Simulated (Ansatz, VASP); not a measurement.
# SiO2: VASP beside Ansatz

The input INCAR:

```
SYSTEM = SiO2
PREC = Accurate
ENCUT = 600
EDIFF = 1E-7
ISMEAR = -1
SIGMA = 0.05
LREAL = .FALSE.
LASPH = .TRUE.
NELM = 120
ALGO = Normal
ISIF = 3
LWAVE = .FALSE.
LCHARG = .FALSE.
GGA = B5
ALDAX = 1.0
AGGAX = 1.0
AGGAC = 1.0
ALDAC = 0.0
IVDW = 12
VDW_S6 = 1.0
VDW_S8 = 2.6996
VDW_A1 = 0.4298
VDW_A2 = 4.2359
IBRION = 2
NSW = 60
EDIFFG = -0.01
GGA_COMPAT = .FALSE.
NELMIN = 4
```

Contents of KPOINTS:

```
regular mesh
0
G
  6 6 4
  0 0 0
```

Contents of POSCAR:

```
SiO2
1.0
    4.9820000000      0.0000000000      0.0000000000
    0.0000000000      4.9820000000      0.0000000000
    0.0000000000      0.0000000000      6.9630000000
Si O
4 8
Direct
    0.7989700000      0.2010300000      0.7500000000
    0.7010300000      0.7010300000      0.5000000000
    0.2010300000      0.7989700000      0.2500000000
    0.2989700000      0.2989700000      0.0000000000
    0.1034700000      0.2398900000      0.8218700000
    0.2601100000      0.6034700000      0.0718700000
    0.8965300000      0.7601100000      0.3218700000
    0.7398900000      0.3965300000      0.5718700000
    0.6034700000      0.2601100000      0.9281300000
    0.7601100000      0.8965300000      0.6781300000
    0.3965300000      0.7398900000      0.4281300000
    0.2398900000      0.1034700000      0.1781300000
```

File input.yaml:

```yaml
crystal:
  lattice:
    - [4.982, 0.0, 0.0]
    - [0.0, 4.982, 0.0]
    - [0.0, 0.0, 6.963]
  atoms:
    - { symbol: Si, position: [0.79897, 0.20103, 0.75] }
    - { symbol: Si, position: [0.70103, 0.70103, 0.5] }
    - { symbol: Si, position: [0.20103, 0.79897, 0.25] }
    - { symbol: Si, position: [0.29897, 0.29897, 0.0] }
    - { symbol: O, position: [0.10347, 0.23989, 0.82187] }
    - { symbol: O, position: [0.26011, 0.60347, 0.07187] }
    - { symbol: O, position: [0.89653, 0.76011, 0.32187] }
    - { symbol: O, position: [0.73989, 0.39653, 0.57187] }
    - { symbol: O, position: [0.60347, 0.26011, 0.92813] }
    - { symbol: O, position: [0.76011, 0.89653, 0.67813] }
    - { symbol: O, position: [0.39653, 0.73989, 0.42813] }
    - { symbol: O, position: [0.23989, 0.10347, 0.17813] }
hamiltonian:
  xc: blyp
  pseudopotentials: { kind: paw }
  dispersion: d3bj
kpoints:
  mp_grid: { grid: [6, 6, 4] }
scf:
  occupations: { method: fermi_dirac, width: 0.05 }
output:
  forces: true
  stress: true
  eigenvalues: true
relax:
  f_tol: 0.01
  max_steps: 40
  cell: { stress_tol: 0.05 }
```

Alike in both runs: task relaxation of cell and atoms; functional BLYP; dispersion D3(BJ); k mesh 6 × 6 × 4; occupations fermi-dirac, width 0.05 eV; no spin polarisation.

|  | VASP | Ansatz |
| --- | --- | --- |
| version | VASP 6.6.1 | Ansatz 0.2.0 |
| potentials or method | VASP PAW PBE potentials, release 64 (Si, O) | Ansatz PAW |
| plane-wave cutoff (eV) | 600 | 420 |
| valence electrons in the cell | 64 | 64 |

|  | VASP | Ansatz | Ansatz less VASP |
| --- | --- | --- | --- |
| gap on the k mesh at the Fermi level, each at its own relaxed structure (eV) | 5.74 | 5.75 | +0.005 |
| relaxed volume (Å³/atom) | 13.19 | 13.33 | +0.133 |
| relaxed length of the cell vector where the two differ most in proportion (Å) | 6.659 | 6.689 | +0.0300 |

VASP's potentials were made for PBE, not for BLYP.

Noted on Ansatz's run: the plane-wave basis is chosen anew once the cell has moved, so the energies of steps on either side of that aren't comparable.
